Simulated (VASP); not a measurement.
Mn: relaxation of cell and atoms with PBEsol

Crystal: Mn.

```
CELL_PARAMETERS angstrom
-1.37447 1.37447 1.37447
1.37447 -1.37447 1.37447
1.37447 1.37447 -1.37447
ATOMIC_POSITIONS crystal
Mn 0.00000 0.00000 0.00000
```

This isn't the form of Mn at room conditions, which is a 58-atom cubic cell.

```json
{
  "Program": "VASP 6.6.1",
  "Task": "relaxation of cell and atoms",
  "Functional": "PBEsol",
  "Potentials or basis": "VASP PAW PBE potentials, release 64 (Mn_pv)",
  "Cutoff": "600 eV",
  "k mesh": "22 × 22 × 22",
  "Occupations": "gaussian, width 0.1 eV",
  "Spin": "no spin polarisation",
  "Dipole correction": "no",
  "Further INCAR settings": "ALGO = Normal; EDIFF = 1e-07; IBRION = 2; EDIFFG = -0.01; NSW = 80; ISIF = 3"
}
```

The pressure after relaxing is -0.1 GPa. The band gap on the k mesh is zero (an odd number of electrons rules out a gap without spin polarisation).

Final structure:
```
Mn
1.0
    -1.37447    1.37447    1.37447
     1.37447   -1.37447    1.37447
     1.37447    1.37447   -1.37447
Mn
1
Cartesian
  0.0000 0.0000 0.0000
```

Levels at points of the mesh, in eV from the Fermi level:
| k point | band 3 | band 4 | band 5 | band 6 | band 7 | band 8 | band 9 | band 10 |
| --- | --- | --- | --- | --- | --- | --- | --- | --- |
| (0.00, 0.00, 0.00) | -47.85 | -8.85 | -1.67 | -1.67 | -1.67 | 0.33 | 0.33 | 24.00 |
| (0.50, 0.00, 0.00) | -47.85 | -5.19 | -3.20 | 0.34 | 0.65 | 0.68 | 2.05 | 9.66 |
| (0.50, 0.50, 0.50) | -48.44 | -5.08 | -5.08 | 1.67 | 1.67 | 1.67 | 10.85 | 10.85 |

Run time: 34 s on 1 thread of Intel Xeon 8259CL, on a shared host, peak memory 0.16 GiB.

Caveat: the relaxation stopped at its first step, so nothing moved; the PAW data sets were made with another functional, which shifts forces and pressure a little; the run has no spin polarisation, though such a crystal can be magnetic. Spin polarisation is off, so any magnetic state and its effect on volume and gap are missing.
